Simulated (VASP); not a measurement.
# CsBa3 (Fm-3m) in VASP: single point with PBEsol

Aim: the single point of CsBa3 with PBEsol.

Everything below comes from runs of VASP 6.6.1. Logs are shortened: lines on timing, memory, paths and dates and some standing lists are left out, and cuts for length are marked.

### 1 The cell of the first run

Symmetry: Fm-3m, No. 225, cubic system. The conventional cell has a = 10.443 Å, b = 10.443 Å, c = 10.443 Å, α = 90.00°, β = 90.00°, γ = 90.00°.

### 2 Single point, PBEsol

INCAR

```
ALGO     = Normal         # electronic algorithm
EDIFF    = 1E-7           # SCF threshold, eV
ENCUT    = 520            # plane-wave cutoff, eV
GGA      = PS             # functional
ISIF     = 2              # what is computed and relaxed
ISMEAR   = 1              # smearing method
LASPH    = True           # aspherical terms in the spheres
LCHARG   = True           # write CHGCAR
LELF     = True           # ELF
LREAL    = False          # projectors in reciprocal space
LVHAR    = True         
LWAVE    = False          # write WAVECAR
NBANDS   = 28             # bands
NELM     = 80             # most SCF steps
PREC     = Accurate       # precision mode
SIGMA    = 0.1            # smearing width, eV
```

KPOINTS

```
k-points
0
Gamma
  4 4 4
```

POSCAR

```
CsBa3
1.0
    0.0000000000      5.2212840000      5.2212840000
    5.2212840000      0.0000000000      5.2212840000
    5.2212840000      5.2212840000      0.0000000000
Cs Ba
1 3
Direct
    0.0000000000      0.0000000000      0.0000000000
    0.2500000000      0.2500000000      0.2500000000
    0.7500000000      0.7500000000      0.7500000000
    0.5000000000      0.5000000000      0.5000000000
```

Potentials or basis: VASP PAW PBE potentials, release 64 (Cs_sv, Ba_sv).

The run is started by

```bash
$ cat potpaw_PBE.64/Cs_sv/POTCAR potpaw_PBE.64/Ba_sv/POTCAR > POTCAR
$ mpirun -np 1 vasp_std > vasp.out
```

OUTCAR:

```text
EDIFF = 1E-7
   ENCUT = 520
   GGA = PS
   ISIF = 2
   ISMEAR = 1
   LASPH = True
   LREAL = False
   NELM = 80
   PREC = Accurate

 ion  position               nearest neighbor table
   1  0.000  0.000  0.000-
   2  0.250  0.250  0.250-   4 4.52   4 4.52   4 4.52   4 4.52
   3  0.750  0.750  0.750-   4 4.52   4 4.52   4 4.52   4 4.52
   4  0.500  0.500  0.500-   2 4.52   2 4.52   2 4.52   3 4.52   3 4.52   3 4.52   3 4.52   2 4.52

  LATTYP: Found a face centered cubic cell.
 ALAT       =    10.4425680000

  Lattice vectors:

 A1 = (   0.0000000000,   5.2212840000,   5.2212840000)
 A2 = (   5.2212840000,   0.0000000000,   5.2212840000)
 A3 = (   5.2212840000,   5.2212840000,   0.0000000000)

Analysis of symmetry for initial positions (statically):
=====================================================================
 Subroutine PRICEL returns:
 Original cell was already a primitive cell.

 Routine SETGRP: Setting up the symmetry group for a
 face centered cubic supercell.

 Subroutine GETGRP returns: Found 48 space group operations
 (whereof 48 operations were pure point group operations)
 out of a pool of 48 trial point group operations.

The static configuration has the point symmetry O_h .

Analysis of symmetry for dynamics (positions and initial velocities):
=====================================================================
 Subroutine PRICEL returns:
 Original cell was already a primitive cell.

 Routine SETGRP: Setting up the symmetry group for a
 face centered cubic supercell.

 Subroutine GETGRP returns: Found 48 space group operations
 (whereof 48 operations were pure point group operations)
 out of a pool of 48 trial point group operations.

The dynamic configuration has the point symmetry O_h .

 Subroutine INISYM returns: Found 48 space group operations
 (whereof 48 operations are pure point group operations),
 and found     1 'primitive' translations

----------------------------------------------------------------------------------------

                                     Primitive cell

  volume of cell :     284.6833

[... 69 lines left out ...]
   ISPIN  =      1    spin polarized calculation?
   LNONCOLLINEAR =      F non collinear calculations
   LSORBIT =      F    spin-orbit coupling
   LASPH  =      T    aspherical Exc in radial PAW
   ENCUT  =  520.0 eV  38.22 Ry    6.18 a.u.  13.73 13.73 13.73*2*pi/ulx,y,z
   NELM   =     80;   NELMIN=  2; NELMDL= -5     # of ELM steps
   EDIFF  = 0.1E-06   stopping-criterion for ELM
   LREAL  =      F    real-space projection
   EDIFFG = 0.1E-05   stopping-criterion for IOM
   NSW    =      0    number of steps for IOM
   IBRION =     -1    ionic relax: 0-MD 1-quasi-New 2-CG
   NFREE  =      0    steps in history (QN), initial steepest desc. (CG)
   ISIF   =      2    stress and relaxation
   ISYM   =      2    0-nonsym 1-usesym 2-fastsym
   POTIM  = 0.5000    time-step for ionic-motion
   TEBEG  =    0.0;   TEEND  =   0.0 temperature during run
   PSTRESS=    0.0 pullay stress
   NELECT =      39.0000    total number of electrons
   NUPDOWN=      -1.0000    fix difference up-down
   EMIN   =  10.00;   EMAX   =-10.00  energy-range for DOS
   EFERMI =   0.00;   METHOD = LEGACY
   ISMEAR =     1;   SIGMA  =   0.10  broadening in eV -4-tet -1-fermi 0-gaus
   EFERMI_NEDOS =   21; number of points for ismear=-14 and -15
   IALGO  =     38    algorithm
   IMIX   =      4    mixing-type and parameters
     AMIX     =   0.40;   BMIX     =  1.00
     AMIX_MAG =   1.60;   BMIX_MAG =  1.00
  volume/ion in A,a.u.               =      71.17       480.28
  Fermi-wavevector in a.u.,A,eV,Ry     =   0.843935  1.594806  9.690429  0.712226
  Thomas-Fermi vector in A             =   1.958883
   LORBIT       =      0    0 simple, 1 ext, 2 COOP (PROOUT), +10 PAW based schemes
   GGA     = PS    functional components
   LHFCALC =     F    Hartree Fock is set to
   AEXX    =    0.0000 exact exchange contribution
   IVDW    =     0    specifies the selected vdW correction
   LEPSILON=     F    determine dielectric tensor
   LRPA    =     F    only Hartree local field effects (RPA)
 non-spin polarized calculation
 Methfessel and Paxton  Order N= 1 SIGMA  =   0.10
  energy-cutoff  :      520.00
  volume of cell :      284.68
 maximum number of plane-waves:      7727
 NGX is ok and might be reduce to    56
   NGX = 27   NGY = 27   NGZ = 27

 number of electron      39.0000000 magnetization

 Free energy of the ion-electron system (eV)
  ---------------------------------------------------
  ext. energy  EPLUGINS =         0.00000000
  ---------------------------------------------------
  free energy    TOTEN  =        -6.70389380 eV

  energy without entropy =       -6.68857949  energy(sigma->0) =       -6.69878903

 E-fermi :   1.2101     XC(G=0):  -7.0740

 val. band max:        1.1919920183   @ k =   0.2500   0.2500   0.0000
 cond. band min:       1.2371560263   @ k =  -0.2500   0.2500   0.0000
 fundamental gap:      0.0451640079
 Fermi energy:         1.2100970817

 k-point     1 :       0.0000    0.0000    0.0000
  band No.  band energies     occupation
      1     -28.0216      2.00000
      2     -28.0154      2.00000
      3     -27.8715      2.00000
      4     -21.5511      2.00000
      5     -13.1752      2.00000
      6     -13.1752      2.00000
[... 237 lines left out ...]
     27       2.4377     -0.00000
     28       2.8191     -0.00000

------------------------ aborting loop because EDIFF is reached ----------------------------------------

  FORCE on cell =-STRESS in cart. coord.  units (eV):
  Direction    XX          YY          ZZ          XY          YZ          ZX
  --------------------------------------------------------------------------------------
  -------------------------------------------------------------------------------------
  Total       -0.7768683     -0.7768683     -0.7768683      0.0000000      0.0000000     -0.0000000
  in kB       -4.3721598     -4.3721598     -4.3721598      0.0000000      0.0000000     -0.0000000
  external PRESSURE =      -4.3721598 kB  Pullay stress =       0.0000000 kB

 VOLUME and BASIS-vectors are now :
 -----------------------------------------------------------------------------
  energy-cutoff  :      520.00
  volume of cell :      284.68
      direct lattice vectors                 reciprocal lattice vectors
     0.000000000  5.221284000  5.221284000    -0.095761885  0.095761885  0.095761885
     5.221284000  0.000000000  5.221284000     0.095761885 -0.095761885  0.095761885
     5.221284000  5.221284000  0.000000000     0.095761885  0.095761885 -0.095761885

 POSITION                                       TOTAL-FORCE (eV/Angst)
 -----------------------------------------------------------------------------------
      0.00000      0.00000      0.00000         0.000000     -0.000000      0.000000
      2.61064      2.61064      2.61064         0.000000     -0.000000     -0.000000
      7.83193      7.83193      7.83193        -0.000000      0.000000      0.000000
      5.22128      5.22128      5.22128         0.000000     -0.000000      0.000000
 -----------------------------------------------------------------------------------
    total drift:                               -0.000000      0.000000      0.000000

  FREE ENERGIE OF THE ION-ELECTRON SYSTEM (eV)
  ---------------------------------------------------
  free  energy   TOTEN  =        -6.7038937971 eV

  energy  without entropy=       -6.6885794863  energy(sigma->0) =       -6.69878903
```

stdout:

```text
POSCAR found type information on POSCAR CsBa
 POSCAR found :  2 types and       4 ions
 scaLAPACK will be used
 -----------------------------------------------------------------------------
|                                                                             |
|                                                                             |
|     You enforced a specific xc type in the INCAR file but a different       |
|     I HOPE YOU KNOW WHAT YOU ARE DOING!                                     |
|                                                                             |
 -----------------------------------------------------------------------------

 LDA part: xc-table for (Slater+PW92), standard interpolation
 POSCAR, INCAR and KPOINTS ok, starting setup
 FFT: planning ... GRIDC
 FFT: planning ... GRID_SOFT
 FFT: planning ... GRID
 WAVECAR not read
 entering main loop
```

Run time: 99 s. Hardware: 1 thread of Oxide Virtual Turin-like, shared host; peak memory 0.39 GiB.

What came out:

```yaml
Free_energy: -6.7039 eV
Pressure: -0.4 GPa
Band_gap_on_the_k_mesh: zero (an odd number of electrons rules out a gap without spin polarisation)
```

Levels at points of the mesh, in eV from the Fermi level:
```csv
k point,band 15,band 16,band 17,band 18,band 19,band 20,band 21,band 22,band 23,band 24
"(0.00, 0.00, 0.00)",-9.62,-9.62,-2.49,-0.24,-0.24,0.61,0.61,0.61,0.62,0.62
"(0.50, 0.00, 0.00)",-9.62,-9.62,-1.25,-1.01,0.37,0.37,0.39,0.47,0.47,0.81
"(0.50, 0.50, 0.00)",-9.61,-9.61,-0.86,-0.82,-0.72,-0.42,0.70,0.78,0.78,1.15
```

Caveat: the PAW data sets were made with another functional, which shifts forces and pressure a little; spin-orbit coupling is left out, which moves the levels of the heavy elements.

The gap in the log of VASP goes by the Fermi energy; the results here count the filled bands.